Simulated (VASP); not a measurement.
# AlNi (Pm-3m) in VASP: notebook

The runs below take AlNi through single point, with PBE, r2SCAN.

Everything below comes from runs of VASP 6.6.1. Logs are shortened: lines on timing, memory, paths and dates and some standing lists are left out, and cuts for length are marked.

## 1. The cell of the first run

It takes space group Pm-3m (No. 221, cubic). The conventional cell has a = 2.893 Å, b = 2.893 Å, c = 2.893 Å, α = 90.00°, β = 90.00°, γ = 90.00°. Within 3.3 Å of Al (site symmetry m-3m) lie 8 Ni at 2.51 Å and 6 Al at 2.89 Å. Ni (site symmetry m-3m) has 8 Al at 2.51 Å and 6 Ni at 2.89 Å within 3.3 Å.

## 2. Single point, PBE

The input, INCAR:

```
SYSTEM = AlNi
PREC     = Accurate       ! precision mode
ENCUT    = 520            ! plane-wave cutoff, eV
EDIFF    = 1E-6           ! SCF threshold, eV
ISMEAR   = 0              ! smearing method
SIGMA    = 0.15           ! smearing width, eV
LREAL    = .FALSE.        ! projectors in reciprocal space
LASPH    = .TRUE.         ! aspherical terms in the spheres
NELM     = 100            ! most SCF steps
ALGO     = Normal         ! electronic algorithm
ISIF     = 2              ! what is computed and relaxed
LWAVE    = .FALSE.        ! write WAVECAR
LCHARG   = .TRUE.         ! write CHGCAR
GGA      = PE             ! functional
LELF     = .TRUE.         ! ELF
LVHAR    = .TRUE.       
NBANDS   = 36             ! bands
```

The input, KPOINTS:

```
regular mesh
0
G
  8 8 8
  0 0 0
```

The input, POSCAR:

```
AlNi
1.0
   -2.8930835280      2.8930835280      2.8930835280
    2.8930835280     -2.8930835280      2.8930835280
    2.8930835280      2.8930835280     -2.8930835280
Al Ni
4 4
Direct
    0.5000000000      0.0000000000      0.5000000000
    0.0000000000      0.5000000000      0.5000000000
    0.0000000000      0.0000000000      0.0000000000
    0.5000000000      0.5000000000      0.0000000000
    0.5000000000      0.5000000000      0.5000000000
    0.0000000000      0.0000000000      0.5000000000
    0.0000000000      0.5000000000      0.0000000000
    0.5000000000      0.0000000000      0.0000000000
```

Potentials or basis: VASP PAW PBE potentials, release 64 (Al, Ni).

Launch:

```console
> cat potpaw_PBE.64/Al/POTCAR potpaw_PBE.64/Ni/POTCAR > POTCAR
> mpirun -np 1 vasp_std > vasp.out
```

OUTCAR:

```text
SYSTEM = AlNi
   PREC = Accurate
   ENCUT = 520
   EDIFF = 1E-6
   ISMEAR = 0
   LREAL = .FALSE.
   LASPH = .TRUE.
   NELM = 100
   ISIF = 2
   GGA = PE

 ion  position               nearest neighbor table
   1  0.500  0.000  0.500-   5 2.51   6 2.51   7 2.51   8 2.51   8 2.51   5 2.51   6 2.51   7 2.51
                             4 2.89   4 2.89   2 2.89   3 2.89   2 2.89   3 2.89
   2  0.000  0.500  0.500-   5 2.51   6 2.51   7 2.51   8 2.51   7 2.51   6 2.51   5 2.51   8 2.51
                             4 2.89   3 2.89   1 2.89   4 2.89   1 2.89   3 2.89
   3  0.000  0.000  0.000-   5 2.51   6 2.51   7 2.51   8 2.51   6 2.51   7 2.51   8 2.51   5 2.51
                             4 2.89   2 2.89   1 2.89   1 2.89   4 2.89   2 2.89
   4  0.500  0.500  0.000-   5 2.51   6 2.51   7 2.51   8 2.51   5 2.51   8 2.51   7 2.51   6 2.51
                             3 2.89   1 2.89   1 2.89   2 2.89   3 2.89   2 2.89
   5  0.500  0.500  0.500-   1 2.51   2 2.51   3 2.51   4 2.51   4 2.51   1 2.51   2 2.51   3 2.51
                             7 2.89   8 2.89   8 2.89   7 2.89   6 2.89   6 2.89
   6  0.000  0.000  0.500-   1 2.51   2 2.51   3 2.51   4 2.51   3 2.51   2 2.51   1 2.51   4 2.51
                             7 2.89   7 2.89   8 2.89   8 2.89   5 2.89   5 2.89
   7  0.000  0.500  0.000-   1 2.51   2 2.51   3 2.51   4 2.51   2 2.51   3 2.51   4 2.51   1 2.51
                             6 2.89   6 2.89   8 2.89   5 2.89   8 2.89   5 2.89
   8  0.500  0.000  0.000-   1 2.51   2 2.51   3 2.51   4 2.51   1 2.51   4 2.51   3 2.51   2 2.51
                             6 2.89   5 2.89   7 2.89   6 2.89   7 2.89   5 2.89

  LATTYP: Found a body centered cubic cell.
 ALAT       =     5.7861670560

  Lattice vectors:

 A1 = (  -2.8930835280,   2.8930835280,   2.8930835280)
 A2 = (   2.8930835280,  -2.8930835280,   2.8930835280)
 A3 = (   2.8930835280,   2.8930835280,  -2.8930835280)

Analysis of symmetry for initial positions (statically):
=====================================================================
 Subroutine PRICEL returns following result:

  LATTYP: Found a simple cubic cell.
 ALAT       =     2.8930835280

  Lattice vectors:

 A1 = (   0.0000000000,   2.8930835280,   0.0000000000)
 A2 = (   2.8930835280,   0.0000000000,   0.0000000000)
 A3 = (   0.0000000000,   0.0000000000,  -2.8930835280)

   4 primitive cells build up your supercell.

 Routine SETGRP: Setting up the symmetry group for a
 body centered cubic supercell.

 Subroutine GETGRP returns: Found 48 space group operations
 (whereof 48 operations were pure point group operations)
 out of a pool of 48 trial point group operations.

The static configuration has the point symmetry O_h .

Analysis of symmetry for dynamics (positions and initial velocities):
=====================================================================
 Subroutine PRICEL returns following result:

  LATTYP: Found a simple cubic cell.
 ALAT       =     2.8930835280

  Lattice vectors:

 A1 = (   0.0000000000,   2.8930835280,   0.0000000000)
 A2 = (   2.8930835280,   0.0000000000,   0.0000000000)
 A3 = (   0.0000000000,   0.0000000000,  -2.8930835280)

   4 primitive cells build up your supercell.

 Routine SETGRP: Setting up the symmetry group for a
 body centered cubic supercell.

 Subroutine GETGRP returns: Found 48 space group operations
 (whereof 48 operations were pure point group operations)
 out of a pool of 48 trial point group operations.

The dynamic configuration has the point symmetry O_h .

 Subroutine INISYM returns: Found 48 space group operations
 (whereof 48 operations are pure point group operations),
 and found     4 'primitive' translations

----------------------------------------------------------------------------------------

                                     Primitive cell

  volume of cell :      24.2149

  direct lattice vectors                    reciprocal lattice vectors
     0.000000000  2.893083528  0.000000000     0.000000000  0.345651963  0.000000000
     2.893083528  0.000000000  0.000000000     0.345651963  0.000000000  0.000000000
     0.000000000  0.000000000 -2.893083528     0.000000000  0.000000000 -0.345651963

  length of vectors
     2.893083528  2.893083528  2.893083528     0.345651963  0.345651963  0.345651963

  position of ions in fractional coordinates (direct lattice)
     0.000000000  0.000000000  0.000000000
     0.500000000  0.500000000  0.500000000

  ion indices of the primitive-cell ions
   primitive index   ion index
                 1           1
                 2           5

----------------------------------------------------------------------------------------

 KPOINTS: regular mesh

Automatic generation of k-mesh.
 Grid dimensions read from file:
 generate k-points for:    8    8    8

 Generating k-lattice:

  Cartesian coordinates                     Fractional coordinates (reciprocal lattice)
     0.000000000  0.021603248  0.021603248     0.125000000  0.000000000  0.000000000
     0.021603248  0.000000000  0.021603248     0.000000000  0.125000000  0.000000000
     0.021603248  0.021603248  0.000000000     0.000000000  0.000000000  0.125000000

  Length of vectors
     0.030551606  0.030551606  0.030551606

  Shift w.r.t. Gamma in fractional coordinates (k-lattice)
     0.000000000  0.000000000  0.000000000

 Subroutine IBZKPT returns following result:
 ===========================================

 Found     29 irreducible k-points:

 Following reciprocal coordinates:
            Coordinates               Weight
  0.000000  0.000000  0.000000      1.000000
  0.125000  0.000000  0.000000     12.000000
  0.250000  0.000000  0.000000     12.000000
  0.375000  0.000000  0.000000     12.000000
  0.500000  0.000000  0.000000      6.000000
  0.125000  0.125000  0.000000     24.000000
[... 16 lines left out ...]
 -0.250000  0.250000  0.250000      6.000000
 -0.375000  0.375000  0.250000     24.000000
 [... further k-points ...]
   k-points           NKPTS =     29   k-points in BZ     NKDIM =     29   number of bands    NBANDS=     36
   number of dos      NEDOS =    301   number of ions     NIONS =      8
   total plane-waves  NPLWV =  64000
   dimension x,y,z NGX =    40 NGY =   40 NGZ =   40
   dimension x,y,z NGXF=    80 NGYF=   80 NGZF=   80
   ions per type =               4   4
   NGX,Y,Z   is equivalent  to a cutoff of  13.27, 13.27, 13.27 a.u.
   NGXF,Y,Z  is equivalent  to a cutoff of  26.54, 26.54, 26.54 a.u.
 SYSTEM =  AlNi
   PREC   = accura    normal or accurate (medium, high low for compatibility)
   ISTART =      0    job   : 0-new  1-cont  2-samecut
   ICHARG =      2    charge: 1-file 2-atom 10-const
   ISPIN  =      1    spin polarized calculation?
   LNONCOLLINEAR =      F non collinear calculations
   LSORBIT =      F    spin-orbit coupling
   LASPH  =      T    aspherical Exc in radial PAW
   ENCUT  =  520.0 eV  38.22 Ry    6.18 a.u.   9.32  9.32  9.32*2*pi/ulx,y,z
   NELM   =    100;   NELMIN=  2; NELMDL= -5     # of ELM steps
   EDIFF  = 0.1E-05   stopping-criterion for ELM
   LREAL  =      F    real-space projection
   EDIFFG = 0.1E-04   stopping-criterion for IOM
   NSW    =      0    number of steps for IOM
   IBRION =     -1    ionic relax: 0-MD 1-quasi-New 2-CG
   NFREE  =      0    steps in history (QN), initial steepest desc. (CG)
   ISIF   =      2    stress and relaxation
   ISYM   =      2    0-nonsym 1-usesym 2-fastsym
   POTIM  = 0.5000    time-step for ionic-motion
   TEBEG  =    0.0;   TEEND  =   0.0 temperature during run
   PSTRESS=    0.0 pullay stress
   NELECT =      52.0000    total number of electrons
   NUPDOWN=      -1.0000    fix difference up-down
   EMIN   =  10.00;   EMAX   =-10.00  energy-range for DOS
   EFERMI =   0.00;   METHOD = LEGACY
   ISMEAR =     0;   SIGMA  =   0.15  broadening in eV -4-tet -1-fermi 0-gaus
   EFERMI_NEDOS =   21; number of points for ismear=-14 and -15
   IALGO  =     38    algorithm
   IMIX   =      4    mixing-type and parameters
     AMIX     =   0.40;   BMIX     =  1.00
     AMIX_MAG =   1.60;   BMIX_MAG =  1.00
  volume/ion in A,a.u.               =      12.11        81.71
  Fermi-wavevector in a.u.,A,eV,Ry     =   1.330541  2.514358 24.086934  1.770340
  Thomas-Fermi vector in A             =   2.459620
   LORBIT       =      0    0 simple, 1 ext, 2 COOP (PROOUT), +10 PAW based schemes
   GGA     = PE    functional components
   LHFCALC =     F    Hartree Fock is set to
   AEXX    =    0.0000 exact exchange contribution
   IVDW    =     0    specifies the selected vdW correction
   LEPSILON=     F    determine dielectric tensor
   LRPA    =     F    only Hartree local field effects (RPA)
 non-spin polarized calculation
 Gauss-broadening in eV      SIGMA  =   0.15
  energy-cutoff  :      520.00
  volume of cell :       96.86
 maximum number of plane-waves:      2625
 NGX is ok and might be reduce to    40
   NGX = 19   NGY = 19   NGZ = 19

 number of electron      52.0000043 magnetization

 Free energy of the ion-electron system (eV)
  ---------------------------------------------------
  ext. energy  EPLUGINS =         0.00000000
  ---------------------------------------------------
  free energy    TOTEN  =       -42.16471312 eV

  energy without entropy =      -42.12289101  energy(sigma->0) =      -42.14380206

 E-fermi :   9.8597     XC(G=0): -11.9880

 val. band max:        9.8285802633   @ k =   0.2500   0.2500   0.0000
 cond. band min:       9.8710212092   @ k =   0.3750   0.2500   0.0000
 fundamental gap:      0.0424409460
 Fermi energy:         9.8597211137

 k-point     1 :       0.0000    0.0000    0.0000
  band No.  band energies     occupation
      1      -1.1854      2.00000
      2       4.6129      2.00000
      3       4.6129      2.00000
      4       4.6129      2.00000
      5       6.5549      2.00000
      6       6.5549      2.00000
[... 28 lines left out ...]
     35      15.3077      0.00000
     36      15.3077      0.00000

 k-point     2 :       0.1250    0.0000    0.0000
  band No.  band energies     occupation
      1      -1.0429      2.00000
      2       4.3604      2.00000
      3       4.5587      2.00000
      4       4.5587      2.00000
      5       6.0182      2.00000
      6       6.1685      2.00000
[... 28 lines left out ...]
     35      14.7727      0.00000
     36      15.4961      0.00000

 k-point     3 :       0.2500    0.0000    0.0000
  band No.  band energies     occupation
      1      -0.6187      2.00000
      2       3.4023      2.00000
      3       4.4349      2.00000
      4       4.4349      2.00000
      5       5.6427      2.00000
      6       5.6427      2.00000
[... 28 lines left out ...]
     35      14.3350      0.00000
     36      16.0423      0.00000
[... 742 lines left out ...]
 k-point    23 :      -0.2500    0.2500    0.2500
  band No.  band energies     occupation
      1      -0.0596      2.00000
      2       3.6536      2.00000
      3       3.6536      2.00000
      4       4.2509      2.00000
      5       4.2509      2.00000
      6       5.1632      2.00000
[... 28 lines left out ...]
     35      16.7049      0.00000
     36      16.7049      0.00000

 k-point    24 :      -0.3750    0.3750    0.2500
  band No.  band energies     occupation
      1       0.6250      2.00000
      2       2.6706      2.00000
      3       3.4200      2.00000
      4       3.8483      2.00000
      5       4.5130      2.00000
      6       5.3122      2.00000
[... 28 lines left out ...]
     35      16.3584      0.00000
     36      16.5862      0.00000

 [... further k-points ...]

------------------------ aborting loop because EDIFF is reached ----------------------------------------

  FORCE on cell =-STRESS in cart. coord.  units (eV):
  Direction    XX          YY          ZZ          XY          YZ          ZX
  --------------------------------------------------------------------------------------
  -------------------------------------------------------------------------------------
  Total        0.0799707      0.0799707      0.0799707      0.0000000      0.0000000     -0.0000000
  in kB        1.3228138      1.3228138      1.3228138      0.0000000      0.0000000     -0.0000000
  external PRESSURE =       1.3228138 kB  Pullay stress =       0.0000000 kB

 VOLUME and BASIS-vectors are now :
 -----------------------------------------------------------------------------
  energy-cutoff  :      520.00
  volume of cell :       96.86
      direct lattice vectors                 reciprocal lattice vectors
    -2.893083528  2.893083528  2.893083528     0.000000000  0.172825981  0.172825981
     2.893083528 -2.893083528  2.893083528     0.172825981  0.000000000  0.172825981
     2.893083528  2.893083528 -2.893083528     0.172825981  0.172825981  0.000000000

 POSITION                                       TOTAL-FORCE (eV/Angst)
 -----------------------------------------------------------------------------------
      0.00000      2.89308      0.00000         0.000000      0.000000      0.000000
      2.89308      0.00000      0.00000         0.000000     -0.000000     -0.000000
      0.00000      0.00000      0.00000         0.000000      0.000000     -0.000000
      0.00000      0.00000      2.89308         0.000000      0.000000     -0.000000
      1.44654      1.44654      1.44654        -0.000000      0.000000     -0.000000
      1.44654      1.44654     -1.44654         0.000000     -0.000000     -0.000000
      1.44654     -1.44654      1.44654        -0.000000     -0.000000      0.000000
     -1.44654      1.44654      1.44654         0.000000     -0.000000      0.000000
 -----------------------------------------------------------------------------------
    total drift:                                0.000000     -0.000000      0.000000

  FREE ENERGIE OF THE ION-ELECTRON SYSTEM (eV)
  ---------------------------------------------------
  free  energy   TOTEN  =       -42.1647131203 eV

  energy  without entropy=      -42.1228910055  energy(sigma->0) =      -42.14380206
```

Run time: 84 s. Hardware: 1 thread of Intel Xeon Platinum 8488C (Sapphire Rapids), shared host; peak memory 0.27 GiB.

What came out:

```yaml
Free_energy: -42.1647 eV
Pressure: 0.1 GPa
Band_gap_on_the_k_mesh: zero (bands 26 and 27 overlap by 3.24 eV)
```

Spin polarisation is off, so any magnetic state and its effect on volume and gap are missing.

[end of part 1 of 2]
